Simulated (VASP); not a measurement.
# C (Cmmm) in VASP: notebook

C is run at these levels: LDA; tasks: single point.

Everything below comes from runs of VASP 6.6.1. Logs are shortened: lines on timing, memory, paths and dates and some standing lists are left out, and cuts for length are marked.

### Step 1. The cell of the first run

It takes space group Cmmm (No. 65, orthorhombic). Conventional cell: a = 4.680 Å, b = 8.667 Å, c = 2.486 Å, α = 90.00°, β = 90.00°, γ = 90.00°. Within 2.0 Å of C (site symmetry m) lie 4 C at 1.54 to 1.73 Å. C (site symmetry m) has 4 C at 1.54 to 1.73 Å within 2.0 Å.

### Step 2. Single point, LDA (strain +0.1125 x Voigt [1, 0, 0, 0, 0, 0])

The input, INCAR:

```
SYSTEM = C
  PREC = Accurate
  ENCUT = 520
  EDIFF = 1E-6
  ISMEAR = 0
  SIGMA = 0.05
  LREAL = .FALSE.
  LASPH = .TRUE.
  NELM = 100
  ALGO = Normal
  ISIF = 2
  LWAVE = .FALSE.
  LCHARG = .FALSE.
  NBANDS = 26
```

The input, KPOINTS:

```
regular mesh
0
G
  6 6 10
  0 0 0
```

The input, POSCAR:

```
C
1.0
    2.3398909477     -4.3337146136      0.0000000000
    2.3398909477      4.3337146136      0.0000000000
    0.0000000000      0.0000000000      2.4856616114
C
8
Direct
    0.6482879639      0.9815881366      0.0000000000
    0.3517120361      0.0184118634      0.0000000000
    0.0184118634      0.3517120361      0.0000000000
    0.9815881366      0.6482879639      0.0000000000
    0.4045540954      0.2260768148      0.5000000000
    0.5954459046      0.7739231852      0.5000000000
    0.7739231852      0.5954459046      0.5000000000
    0.2260768148      0.4045540954      0.5000000000
```

Potentials or basis: VASP PAW LDA potentials, release 64 (C).

On the command line:

```bash
> cat potpaw_LDA.64/C/POTCAR > POTCAR
> mpirun -np 1 vasp_std > vasp.out
```

OUTCAR:

```text
SYSTEM = C
   PREC = Accurate
   ENCUT = 520
   EDIFF = 1E-6
   ISMEAR = 0
   LREAL = .FALSE.
   LASPH = .TRUE.
   NELM = 100
   ISIF = 2

 ion  position               nearest neighbor table
   1  0.648  0.982  0.000-   6 1.54   6 1.54   2 1.57   3 1.73
   2  0.352  0.018  0.000-   5 1.54   5 1.54   1 1.57   4 1.73
   3  0.018  0.352  0.000-   8 1.54   8 1.54   4 1.57   1 1.73
   4  0.982  0.648  0.000-   7 1.54   7 1.54   3 1.57   2 1.73
   5  0.405  0.226  0.500-   2 1.54   2 1.54   8 1.55   7 1.73
   6  0.595  0.774  0.500-   1 1.54   1 1.54   7 1.55   8 1.73
   7  0.774  0.595  0.500-   4 1.54   4 1.54   6 1.55   5 1.73
   8  0.226  0.405  0.500-   3 1.54   3 1.54   5 1.55   6 1.73

  LATTYP: Found a base centered orthorhombic cell.
 ALAT       =     4.6797818954
 B/A-ratio  =     1.8521011066
 C/A-ratio  =     0.5311490294

  Lattice vectors:

 A1 = (   2.3398909477,  -4.3337146136,   0.0000000000)
 A2 = (   2.3398909477,   4.3337146136,   0.0000000000)
 A3 = (   0.0000000000,   0.0000000000,   2.4856616114)

Analysis of symmetry for initial positions (statically):
=====================================================================
 Subroutine PRICEL returns:
 Original cell was already a primitive cell.

 Routine SETGRP: Setting up the symmetry group for a
 base centered orthorhombic supercell.

 Subroutine GETGRP returns: Found  8 space group operations
 (whereof  8 operations were pure point group operations)
 out of a pool of  8 trial point group operations.

The static configuration has the point symmetry D_2h.

Analysis of symmetry for dynamics (positions and initial velocities):
=====================================================================
 Subroutine PRICEL returns:
 Original cell was already a primitive cell.

 Routine SETGRP: Setting up the symmetry group for a
 base centered orthorhombic supercell.

 Subroutine GETGRP returns: Found  8 space group operations
 (whereof  8 operations were pure point group operations)
 out of a pool of  8 trial point group operations.

The dynamic configuration has the point symmetry D_2h.

 Subroutine INISYM returns: Found  8 space group operations
 (whereof  8 operations are pure point group operations),
 and found     1 'primitive' translations

----------------------------------------------------------------------------------------

                                     Primitive cell

  volume of cell :      50.4113

  direct lattice vectors                    reciprocal lattice vectors
     2.339890948 -4.333714614  0.000000000     0.213685172 -0.115374464  0.000000000
     2.339890948  4.333714614  0.000000000     0.213685172  0.115374464  0.000000000
     0.000000000  0.000000000  2.485661611     0.000000000  0.000000000  0.402307376

  length of vectors
     4.925055533  4.925055533  2.485661611     0.242842788  0.242842788  0.402307376

  position of ions in fractional coordinates (direct lattice)
     0.648287964  0.981588137  0.000000000
     0.351712036  0.018411863  0.000000000
     0.018411863  0.351712036  0.000000000
     0.981588137  0.648287964  0.000000000
     0.404554095  0.226076815  0.500000000
     0.595445905  0.773923185  0.500000000
     0.773923185  0.595445905  0.500000000
     0.226076815  0.404554095  0.500000000

  ion indices of the primitive-cell ions
   primitive index   ion index
                 1           1
                 2           2
                 3           3
                 4           4
                 5           5
                 6           6
                 7           7
                 8           8

----------------------------------------------------------------------------------------

 KPOINTS: regular mesh

Automatic generation of k-mesh.
 Grid dimensions read from file:
 generate k-points for:    6    6   10

 Generating k-lattice:

  Cartesian coordinates                     Fractional coordinates (reciprocal lattice)
     0.035614195 -0.019229077  0.000000000     0.166666667  0.000000000  0.000000000
     0.035614195  0.019229077  0.000000000     0.000000000  0.166666667  0.000000000
     0.000000000  0.000000000  0.040230738     0.000000000  0.000000000  0.100000000

  Length of vectors
     0.040473798  0.040473798  0.040230738

  Shift w.r.t. Gamma in fractional coordinates (k-lattice)
     0.000000000  0.000000000  0.000000000

 Subroutine IBZKPT returns following result:
 ===========================================

 Found     78 irreducible k-points:

 Following reciprocal coordinates:
            Coordinates               Weight
  0.000000  0.000000  0.000000      1.000000
  0.166667  0.000000  0.000000      4.000000
  0.333333  0.000000  0.000000      4.000000
  0.500000  0.000000  0.000000      2.000000
  0.166667  0.166667  0.000000      2.000000
  0.333333  0.166667  0.000000      4.000000
[... 16 lines left out ...]
  0.333333  0.333333  0.100000      4.000000
  0.500000  0.333333  0.100000      8.000000
 [... further k-points ...]
   k-points           NKPTS =     78   k-points in BZ     NKDIM =     78   number of bands    NBANDS=     26
   number of dos      NEDOS =    301   number of ions     NIONS =      8
   total plane-waves  NPLWV =  28800
   dimension x,y,z NGX =    40 NGY =   40 NGZ =   18
   dimension x,y,z NGXF=    80 NGYF=   80 NGZF=   36
   ions per type =               8
   NGX,Y,Z   is equivalent  to a cutoff of  13.50, 13.50, 12.04 a.u.
   NGXF,Y,Z  is equivalent  to a cutoff of  27.00, 27.00, 24.08 a.u.
 SYSTEM =  C
   PREC   = accura    normal or accurate (medium, high low for compatibility)
   ISTART =      0    job   : 0-new  1-cont  2-samecut
   ICHARG =      2    charge: 1-file 2-atom 10-const
   ISPIN  =      1    spin polarized calculation?
   LNONCOLLINEAR =      F non collinear calculations
   LSORBIT =      F    spin-orbit coupling
   LASPH  =      T    aspherical Exc in radial PAW
   ENCUT  =  520.0 eV  38.22 Ry    6.18 a.u.   9.16  9.16  4.62*2*pi/ulx,y,z
   NELM   =    100;   NELMIN=  2; NELMDL= -5     # of ELM steps
   EDIFF  = 0.1E-05   stopping-criterion for ELM
   LREAL  =      F    real-space projection
   EDIFFG = 0.1E-04   stopping-criterion for IOM
   NSW    =      0    number of steps for IOM
   IBRION =     -1    ionic relax: 0-MD 1-quasi-New 2-CG
   NFREE  =      0    steps in history (QN), initial steepest desc. (CG)
   ISIF   =      2    stress and relaxation
   ISYM   =      2    0-nonsym 1-usesym 2-fastsym
   POTIM  = 0.5000    time-step for ionic-motion
   TEBEG  =    0.0;   TEEND  =   0.0 temperature during run
   PSTRESS=    0.0 pullay stress
   NELECT =      32.0000    total number of electrons
   NUPDOWN=      -1.0000    fix difference up-down
   EMIN   =  10.00;   EMAX   =-10.00  energy-range for DOS
   EFERMI =   0.00;   METHOD = LEGACY
   ISMEAR =     0;   SIGMA  =   0.05  broadening in eV -4-tet -1-fermi 0-gaus
   EFERMI_NEDOS =   21; number of points for ismear=-14 and -15
   IALGO  =     38    algorithm
   IMIX   =      4    mixing-type and parameters
     AMIX     =   0.40;   BMIX     =  1.00
     AMIX_MAG =   1.60;   BMIX_MAG =  1.00
  volume/ion in A,a.u.               =       6.30        42.52
  Fermi-wavevector in a.u.,A,eV,Ry     =   1.406961  2.658772 26.933282  1.979540
  Thomas-Fermi vector in A             =   2.529269
   LORBIT       =      0    0 simple, 1 ext, 2 COOP (PROOUT), +10 PAW based schemes
   GGA     = CA    functional components
   LHFCALC =     F    Hartree Fock is set to
   AEXX    =    0.0000 exact exchange contribution
   IVDW    =     0    specifies the selected vdW correction
   LEPSILON=     F    determine dielectric tensor
   LRPA    =     F    only Hartree local field effects (RPA)
 non-spin polarized calculation
 Gauss-broadening in eV      SIGMA  =   0.05
  energy-cutoff  :      520.00
  volume of cell :       50.41
 maximum number of plane-waves:      1388
 NGX is ok and might be reduce to    40
   NGX = 19   NGY = 19   NGZ =  9

 number of electron      32.0000006 magnetization

 Free energy of the ion-electron system (eV)
  ---------------------------------------------------
  ext. energy  EPLUGINS =         0.00000000
  ---------------------------------------------------
  free energy    TOTEN  =       -78.24405533 eV

  energy without entropy =      -78.24405533  energy(sigma->0) =      -78.24405533

 E-fermi :   8.4408     XC(G=0): -12.9408

 val. band max:        8.2321950651   @ k =   0.5000   0.5000   0.0000
 cond. band min:      10.4732931909   @ k =   0.0000   0.0000   0.0000
 fundamental gap:      2.2410981258
 Fermi energy:         8.4407611759

 k-point     1 :       0.0000    0.0000    0.0000
  band No.  band energies     occupation
      1     -11.9891      2.00000
      2      -7.0432      2.00000
      3      -6.6018      2.00000
      4      -6.4845      2.00000
      5      -5.6833      2.00000
      6      -2.6450      2.00000
[... 18 lines left out ...]
     25      18.2174      0.00000
     26      18.6426      0.00000

 k-point     2 :       0.1667    0.0000    0.0000
  band No.  band energies     occupation
      1     -11.8091      2.00000
      2      -7.8150      2.00000
      3      -7.0858      2.00000
      4      -6.6131      2.00000
      5      -4.7499      2.00000
      6      -2.0072      2.00000
[... 18 lines left out ...]
     25      18.2948      0.00000
     26      18.5545      0.00000

 k-point     3 :       0.3333    0.0000    0.0000
  band No.  band energies     occupation
      1     -11.2833      2.00000
      2      -9.1162      2.00000
      3      -7.5189      2.00000
      4      -6.8332      2.00000
      5      -3.2902      2.00000
      6      -0.6088      2.00000
[... 572 lines left out ...]
 k-point    23 :       0.3333    0.3333    0.1000
  band No.  band energies     occupation
      1     -10.0320      2.00000
      2      -9.8132      2.00000
      3      -9.1393      2.00000
      4      -4.4840      2.00000
      5      -2.8815      2.00000
      6      -1.6101      2.00000
[... 18 lines left out ...]
     25      18.2652      0.00000
     26      18.2700      0.00000

 k-point    24 :       0.5000    0.3333    0.1000
  band No.  band energies     occupation
      1     -10.6197      2.00000
      2      -9.6345      2.00000
      3      -8.4677      2.00000
      4      -4.0019      2.00000
      5      -3.3848      2.00000
      6      -1.4896      2.00000
[... 18 lines left out ...]
     25      17.8236      0.00000
     26      18.5783      0.00000

 [... further k-points ...]
[... 5 lines left out ...]
  --------------------------------------------------------------------------------------
  -------------------------------------------------------------------------------------
  Total      -28.2136352     -1.7189930     -0.7343743     -0.0000000      0.0000000      0.0000000
  in kB     -896.6887107    -54.6332161    -23.3399597     -0.0000000      0.0000000      0.0000000
  external PRESSURE =    -324.8872955 kB  Pullay stress =       0.0000000 kB

 VOLUME and BASIS-vectors are now :
 -----------------------------------------------------------------------------
  energy-cutoff  :      520.00
  volume of cell :       50.41
      direct lattice vectors                 reciprocal lattice vectors
     2.339890948 -4.333714614  0.000000000     0.213685172 -0.115374464  0.000000000
     2.339890948  4.333714614  0.000000000     0.213685172  0.115374464  0.000000000
     0.000000000  0.000000000  2.485661611     0.000000000  0.000000000  0.402307376

 POSITION                                       TOTAL-FORCE (eV/Angst)
 -----------------------------------------------------------------------------------
      3.81373      1.44443      0.00000        -0.917312     -0.344630      0.000000
      0.86605     -1.44443      0.00000         0.917312      0.344630     -0.000000
      0.86605      1.44443      0.00000         0.917312     -0.344630      0.000000
      3.81373     -1.44443      0.00000        -0.917312      0.344630      0.000000
      1.47561     -0.77347      1.24283         0.218758     -0.141956      0.000000
      3.20417      0.77347      1.24283        -0.218758      0.141956     -0.000000
      3.20417     -0.77347      1.24283        -0.218758     -0.141956     -0.000000
      1.47561      0.77347      1.24283         0.218758      0.141956      0.000000
 -----------------------------------------------------------------------------------
    total drift:                                0.000000      0.000000      0.000000

  FREE ENERGIE OF THE ION-ELECTRON SYSTEM (eV)
  ---------------------------------------------------
  free  energy   TOTEN  =       -78.2440553305 eV

  energy  without entropy=      -78.2440553305  energy(sigma->0) =      -78.24405533
```

Run time: 82 s. Hardware: 1 thread of Intel Xeon 6975P-C, shared host; peak memory 0.19 GiB.

Results:

- Free energy: -78.2441 eV
- Pressure: -32.5 GPa
- Largest force: 0.980 eV/Å
- Band gap on the k mesh: 2.24 eV, indirect (least direct gap 2.89 eV)

Forces in eV/Å, atoms in the order of the input:
```
C   -0.917 -0.345  0.000
C    0.917  0.345  0.000
C    0.917 -0.345  0.000
C   -0.917  0.345  0.000
C    0.219 -0.142  0.000
C   -0.219  0.142  0.000
C   -0.219 -0.142  0.000
C    0.219  0.142  0.000
```

Stress tensor (GPa, compression positive):
```
-89.67   0.00   0.00
  0.00  -5.46   0.00
  0.00   0.00  -2.33
```

Caveat: the cell differs from its parent crystal (strain +0.1125 x Voigt [1, 0, 0, 0, 0, 0]).

### Step 3. Single point, LDA (strain +0.1312 x Voigt [1, 0, 0, 0, 0, 0])

The input, INCAR:

```
PREC = Accurate
ENCUT = 520
EDIFF = 1E-7
ISMEAR = 0
SIGMA = 0.05
LREAL = False
LASPH = True
NELM = 60
ALGO = Normal
ISIF = 2
LWAVE = False
LCHARG = True
LELF = True
LVHAR = True
NBANDS = 26
```

The input, KPOINTS:

```
regular mesh
0
Gamma
  6 6 10
```

POSCAR, as its differences from that of step 2:

```diff
@@ -2,4 +2,4 @@
 1.0
-    2.3398909477     -4.3337146136      0.0000000000
-    2.3398909477      4.3337146136      0.0000000000
+    2.3792221484     -4.3337146136      0.0000000000
+    2.3792221484      4.3337146136      0.0000000000
     0.0000000000      0.0000000000      2.4856616114
```

Potentials or basis: VASP PAW LDA potentials, release 64 (C).

On the command line:

```bash
> cat potpaw_LDA.64/C/POTCAR > POTCAR
> mpirun -np 1 vasp_std > vasp.out
```

Wall time 99 s (1 thread of Intel Xeon 6975P-C, shared host); peak memory 0.19 GiB.

The run converged. Its results:

- Free energy: -77.7479 eV
- Pressure: -35.8 GPa
- Largest force: 1.278 eV/Å
- Band gap on the k mesh: 1.78 eV, indirect (least direct gap 2.41 eV)

Forces on the atoms (eV/Å):
```
C   -1.213 -0.403  0.000
C    1.213  0.403  0.000
C    1.213 -0.403  0.000
C   -1.213  0.403  0.000
C    0.089 -0.152  0.000
C   -0.089  0.152  0.000
C   -0.089 -0.152  0.000
C    0.089  0.152  0.000
```

Stress tensor (GPa, compression positive):
```
-98.08   0.00   0.00
  0.00  -6.41   0.00
  0.00   0.00  -2.81
```

Levels at points of the mesh, in eV from the valence-band top:
| k point | band 13 | band 14 | band 15 | band 16 | band 17 | band 18 | band 19 | band 20 |
| --- | --- | --- | --- | --- | --- | --- | --- | --- |
| (0.00, 0.00, 0.00) | -1.63 | -1.62 | -0.76 | -0.64 | 1.78 | 5.86 | 5.98 | 6.07 |
| (0.50, 0.00, 0.00) | -2.61 | -2.37 | -1.72 | -1.39 | 3.92 | 5.91 | 6.62 | 7.15 |
| (0.50, 0.50, 0.00) | -3.00 | -0.48 | -0.04 | 0.00 | 2.89 | 4.07 | 5.30 | 6.64 |
| (0.00, 0.00, 0.50) | -4.71 | -4.52 | -3.52 | -2.85 | 5.67 | 6.03 | 6.60 | 7.87 |
| (0.50, 0.00, 0.50) | -4.63 | -4.49 | -4.00 | -2.56 | 3.41 | 3.87 | 5.18 | 5.52 |
| (0.50, 0.50, 0.50) | -4.72 | -4.28 | -3.79 | -3.51 | 4.58 | 5.55 | 5.74 | 5.99 |

Caveat: the cell differs from its parent crystal (strain +0.1312 x Voigt [1, 0, 0, 0, 0, 0]); forces of over 1 eV/Å act on the atoms, so gaps and moduli don't describe the material at rest.

[end of part 1 of 2]
